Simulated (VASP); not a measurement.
# Os (Im-3m) in VASP: further runs, part 3 of 3

VASP 6.6.1. Earlier steps stand in the parts before.

## Step 6: Single point, LDA (15.85 Å³/atom)

This run uses another cell than the first one, of 15.85 Å³/atom.

The input, INCAR:

```
PREC = Accurate
ENCUT = 520
EDIFF = 1E-6
ISMEAR = -1
SIGMA = 0.1
LREAL = F
LASPH = T
NELM = 60
ALGO = Normal
ISIF = 2
LWAVE = F
LCHARG = T
LELF = T
LVHAR = T
NBANDS = 10
```

The input, KPOINTS:

```
regular mesh
0
Gamma
  16 16 16
```

The input, POSCAR:

```
Os
1.0
   -1.5825227843      1.5825227843      1.5825227843
    1.5825227843     -1.5825227843      1.5825227843
    1.5825227843      1.5825227843     -1.5825227843
Os
1
Direct
    0.0000000000      0.0000000000      0.0000000000
```

Potentials or basis: VASP PAW LDA potentials, release 64 (Os).

The run is started by

```console
$ cat potpaw_LDA.64/Os/POTCAR > POTCAR
$ mpirun -np 1 vasp_std > vasp.out
```

OUTCAR:

```text
PREC = Accurate
   ENCUT = 520
   EDIFF = 1E-6
   ISMEAR = -1
   LREAL = F
   LASPH = T
   NELM = 60
   ISIF = 2

 ion  position               nearest neighbor table
   1  0.000  0.000  0.000-

  LATTYP: Found a body centered cubic cell.
 ALAT       =     3.1650455686

  Lattice vectors:

 A1 = (  -1.5825227843,   1.5825227843,   1.5825227843)
 A2 = (   1.5825227843,  -1.5825227843,   1.5825227843)
 A3 = (   1.5825227843,   1.5825227843,  -1.5825227843)

Analysis of symmetry for initial positions (statically):
=====================================================================
 Subroutine PRICEL returns:
 Original cell was already a primitive cell.

 Routine SETGRP: Setting up the symmetry group for a
 body centered cubic supercell.

 Subroutine GETGRP returns: Found 48 space group operations
 (whereof 48 operations were pure point group operations)
 out of a pool of 48 trial point group operations.

The static configuration has the point symmetry O_h .

Analysis of symmetry for dynamics (positions and initial velocities):
=====================================================================
 Subroutine PRICEL returns:
 Original cell was already a primitive cell.

 Routine SETGRP: Setting up the symmetry group for a
 body centered cubic supercell.

 Subroutine GETGRP returns: Found 48 space group operations
 (whereof 48 operations were pure point group operations)
 out of a pool of 48 trial point group operations.

The dynamic configuration has the point symmetry O_h .

 Subroutine INISYM returns: Found 48 space group operations
 (whereof 48 operations are pure point group operations),
 and found     1 'primitive' translations

----------------------------------------------------------------------------------------

                                     Primitive cell

  volume of cell :      15.8529

  direct lattice vectors                    reciprocal lattice vectors
    -1.582522784  1.582522784  1.582522784     0.000000000  0.315951217  0.315951217
     1.582522784 -1.582522784  1.582522784     0.315951217  0.000000000  0.315951217
     1.582522784  1.582522784 -1.582522784     0.315951217  0.315951217  0.000000000

  length of vectors
     2.741009867  2.741009867  2.741009867     0.446822496  0.446822496  0.446822496

  position of ions in fractional coordinates (direct lattice)
     0.000000000  0.000000000  0.000000000

  ion indices of the primitive-cell ions
   primitive index   ion index
                 1           1

----------------------------------------------------------------------------------------

 KPOINTS: regular mesh

Automatic generation of k-mesh.
 Grid dimensions read from file:
 generate k-points for:   16   16   16

 Generating k-lattice:

  Cartesian coordinates                     Fractional coordinates (reciprocal lattice)
     0.000000000  0.019746951  0.019746951     0.062500000  0.000000000  0.000000000
     0.019746951  0.000000000  0.019746951     0.000000000  0.062500000  0.000000000
     0.019746951  0.019746951  0.000000000     0.000000000  0.000000000  0.062500000

  Length of vectors
     0.027926406  0.027926406  0.027926406

  Shift w.r.t. Gamma in fractional coordinates (k-lattice)
     0.000000000  0.000000000  0.000000000

 Subroutine IBZKPT returns following result:
 ===========================================

 Found    145 irreducible k-points:

 Following reciprocal coordinates:
            Coordinates               Weight
  0.000000  0.000000  0.000000      1.000000
  0.062500  0.000000  0.000000     12.000000
  0.125000  0.000000  0.000000     12.000000
  0.187500  0.000000  0.000000     12.000000
  0.250000  0.000000  0.000000     12.000000
  0.312500  0.000000  0.000000     12.000000
[... 16 lines left out ...]
  0.187500  0.187500  0.000000     24.000000
  0.250000  0.187500 -0.000000     48.000000
 [... further k-points ...]
   k-points           NKPTS =    145   k-points in BZ     NKDIM =    145   number of bands    NBANDS=     10
   number of dos      NEDOS =    301   number of ions     NIONS =      1
   total plane-waves  NPLWV =   8000
   dimension x,y,z NGX =    20 NGY =   20 NGZ =   20
   dimension x,y,z NGXF=    40 NGYF=   40 NGZF=   40
   ions per type =               1
   NGX,Y,Z   is equivalent  to a cutoff of  12.13, 12.13, 12.13 a.u.
   NGXF,Y,Z  is equivalent  to a cutoff of  24.26, 24.26, 24.26 a.u.
 SYSTEM =  unknown system
   PREC   = accura    normal or accurate (medium, high low for compatibility)
   ISTART =      0    job   : 0-new  1-cont  2-samecut
   ICHARG =      2    charge: 1-file 2-atom 10-const
   ISPIN  =      1    spin polarized calculation?
   LNONCOLLINEAR =      F non collinear calculations
   LSORBIT =      F    spin-orbit coupling
   LASPH  =      T    aspherical Exc in radial PAW
   ENCUT  =  520.0 eV  38.22 Ry    6.18 a.u.   5.10  5.10  5.10*2*pi/ulx,y,z
   NELM   =     60;   NELMIN=  2; NELMDL= -5     # of ELM steps
   EDIFF  = 0.1E-05   stopping-criterion for ELM
   LREAL  =      F    real-space projection
   EDIFFG = 0.1E-04   stopping-criterion for IOM
   NSW    =      0    number of steps for IOM
   IBRION =     -1    ionic relax: 0-MD 1-quasi-New 2-CG
   NFREE  =      0    steps in history (QN), initial steepest desc. (CG)
   ISIF   =      2    stress and relaxation
   ISYM   =      2    0-nonsym 1-usesym 2-fastsym
   POTIM  = 0.5000    time-step for ionic-motion
   TEBEG  =    0.0;   TEEND  =   0.0 temperature during run
   PSTRESS=    0.0 pullay stress
   NELECT =       8.0000    total number of electrons
   NUPDOWN=      -1.0000    fix difference up-down
   EMIN   =  10.00;   EMAX   =-10.00  energy-range for DOS
   EFERMI =   0.00;   METHOD = LEGACY
   ISMEAR =    -1;   SIGMA  =   0.10  broadening in eV -4-tet -1-fermi 0-gaus
   EFERMI_NEDOS =   21; number of points for ismear=-14 and -15
   IALGO  =     38    algorithm
   IMIX   =      4    mixing-type and parameters
     AMIX     =   0.40;   BMIX     =  1.00
     AMIX_MAG =   1.60;   BMIX_MAG =  1.00
  volume/ion in A,a.u.               =      15.85       106.98
  Fermi-wavevector in a.u.,A,eV,Ry     =   1.303371  2.463015 23.113265  1.698777
  Thomas-Fermi vector in A             =   2.434378
   LORBIT       =      0    0 simple, 1 ext, 2 COOP (PROOUT), +10 PAW based schemes
   GGA     = CA    functional components
   LHFCALC =     F    Hartree Fock is set to
   AEXX    =    0.0000 exact exchange contribution
   IVDW    =     0    specifies the selected vdW correction
   LEPSILON=     F    determine dielectric tensor
   LRPA    =     F    only Hartree local field effects (RPA)
 non-spin polarized calculation
  energy-cutoff  :      520.00
  volume of cell :       15.85
 maximum number of plane-waves:       438
   NGX = 11   NGY = 11   NGZ = 11

 number of electron       8.0000001 magnetization

 Free energy of the ion-electron system (eV)
  ---------------------------------------------------
  ext. energy  EPLUGINS =         0.00000000
  ---------------------------------------------------
  free energy    TOTEN  =       -11.54907707 eV

  energy without entropy =      -11.49063944  energy(sigma->0) =      -11.51985826

 E-fermi :   7.8106     XC(G=0): -13.4742

 val. band max:        7.7963160748   @ k =   0.1875   0.1250  -0.0000
 cond. band min:       7.8217359307   @ k =   0.1250   0.1250   0.0625
 fundamental gap:      0.0254198559
 Fermi energy:         7.8106402381

 k-point     1 :       0.0000    0.0000    0.0000
  band No.  band energies     occupation
      1      -2.1980      2.00000
      2       4.8689      2.00000
      3       4.8689      2.00000
      4       4.8689      2.00000
      5       7.7509      1.29021
      6       7.7509      1.29021
      7      24.0047      0.00000
      8      24.0047      0.00000
      9      24.0047      0.00000
     10      34.6757      0.00000

 k-point     2 :       0.0625    0.0000    0.0000
  band No.  band energies     occupation
      1      -2.0284      2.00000
      2       4.7874      2.00000
      3       4.8617      2.00000
      4       5.0216      2.00000
      5       7.6375      1.69930
      6       7.7564      1.26457
      7      24.1117      0.00000
      8      24.2621      0.00000
      9      24.2775      0.00000
     10      32.7719      0.00000
[... 274 lines left out ...]
 k-point    24 :       0.2500    0.1875   -0.0000
  band No.  band energies     occupation
      1       1.7445      2.00000
      2       3.5591      2.00000
      3       4.3003      2.00000
      4       7.2270      1.99418
      5       8.2898      0.01647
      6      10.4376      0.00000
      7      18.7142      0.00000
      8      21.8016      0.00000
      9      24.2162      0.00000
     10      28.5001      0.00000

 [... further k-points ...]

------------------------ aborting loop because EDIFF is reached ----------------------------------------

  FORCE on cell =-STRESS in cart. coord.  units (eV):
  Direction    XX          YY          ZZ          XY          YZ          ZX
  --------------------------------------------------------------------------------------
  -------------------------------------------------------------------------------------
  Total       -3.3614942     -3.3614942     -3.3614942      0.0000000      0.0000000     -0.0000000
  in kB     -339.7293347   -339.7293347   -339.7293347      0.0000000      0.0000000     -0.0000000
  external PRESSURE =    -339.7293347 kB  Pullay stress =       0.0000000 kB

 VOLUME and BASIS-vectors are now :
 -----------------------------------------------------------------------------
  energy-cutoff  :      520.00
  volume of cell :       15.85
      direct lattice vectors                 reciprocal lattice vectors
    -1.582522784  1.582522784  1.582522784     0.000000000  0.315951217  0.315951217
     1.582522784 -1.582522784  1.582522784     0.315951217  0.000000000  0.315951217
     1.582522784  1.582522784 -1.582522784     0.315951217  0.315951217  0.000000000

 POSITION                                       TOTAL-FORCE (eV/Angst)
 -----------------------------------------------------------------------------------
      0.00000      0.00000      0.00000        -0.000000      0.000000     -0.000000
 -----------------------------------------------------------------------------------
    total drift:                                0.000000      0.000000      0.000000

  FREE ENERGIE OF THE ION-ELECTRON SYSTEM (eV)
  ---------------------------------------------------
  free  energy   TOTEN  =       -11.5490770729 eV

  energy  without entropy=      -11.4906394419  energy(sigma->0) =      -11.51985826
```

OSZICAR:

```text
N       E                     dE             d eps       ncg     rms          rms(c)
DAV:   1     0.318627482849E+02    0.31863E+02   -0.41526E+03  3020   0.732E+02
DAV:   2    -0.111803197945E+02   -0.43043E+02   -0.40421E+02  2982   0.189E+02
DAV:   3    -0.123213964003E+02   -0.11411E+01   -0.11325E+01  3366   0.279E+01
DAV:   4    -0.123245117408E+02   -0.31153E-02   -0.31148E-02  3194   0.166E+00
DAV:   5    -0.123245213669E+02   -0.96261E-05   -0.96251E-05  3280   0.840E-02    0.185E+01
DAV:   6    -0.116839233533E+02    0.64060E+00   -0.95451E-01  3268   0.748E+00    0.735E+00
DAV:   7    -0.115534297784E+02    0.13049E+00   -0.44374E-01  3408   0.479E+00    0.633E-01
DAV:   8    -0.115511717517E+02    0.22580E-02   -0.16167E-03  3048   0.319E-01    0.459E-01
DAV:   9    -0.115490800420E+02    0.20917E-02   -0.98216E-04  3128   0.308E-01    0.146E-02
DAV:  10    -0.115490767736E+02    0.32684E-05   -0.11092E-05  3170   0.238E-02    0.160E-02
DAV:  11    -0.115490770729E+02   -0.29932E-06   -0.41603E-07  1960   0.861E-03
   1 F= -.11549077E+02 E0= -.11519858E+02  d E =-.584376E-01
```

Wall time 26 s (1 thread of Intel Xeon 8259CL, shared host); peak memory 0.14 GiB.

Results:

| Item | Value |
| --- | --- |
| Free energy | -11.5491 eV |
| Pressure | -34.0 GPa |
| Band gap on the k mesh | zero (bands 4 and 5 overlap by 3.83 eV) |

Levels at points of the mesh, in eV from the Fermi level:
```csv
k point,band 1,band 2,band 3,band 4,band 5,band 6,band 7,band 8,band 9
"(0.00, 0.00, 0.00)",-10.01,-2.94,-2.94,-2.94,-0.06,-0.06,16.19,16.19,16.19
"(0.50, 0.00, 0.00)",-6.85,-4.73,-0.22,-0.03,0.45,2.77,7.86,12.43,16.01
"(0.50, 0.50, 0.50)",-6.37,-6.37,2.07,2.07,2.07,7.52,7.52,7.52,13.81
```

Caveat: the cell stands under tension; spin-orbit coupling is left out, which moves the levels of the heavy elements.

## Step 7: Summary

```csv
cell,gap on the mesh (eV),pressure (GPa)
"a = 2.604 Å, angles 109.5°, 1 atom",none,19.6
"a = 2.639 Å, angles 109.5°, 1 atom",none,1.1
"a = 2.674 Å, angles 109.5°, 1 atom",none,-13.4
"a = 2.708 Å, angles 109.5°, 1 atom",none,-24.9
"a = 2.741 Å, angles 109.5°, 1 atom",none,-34.0
```

Alike in all rows: task single point; level LDA; potentials or basis VASP PAW LDA potentials, release 64 (Os); no spin polarisation; k mesh 16 × 16 × 16; cutoff (eV) 520; smearing fermi-dirac 0.1 eV.

Caveats: spin-orbit coupling is left out, which moves the levels of the heavy elements; the cell stands under tension (at least some runs); the cell stands under pressure (at least some runs).

Absolute energies hang on the potentials; compare differences alone.

The gap in the log of VASP goes by the Fermi energy; the results here count the filled bands.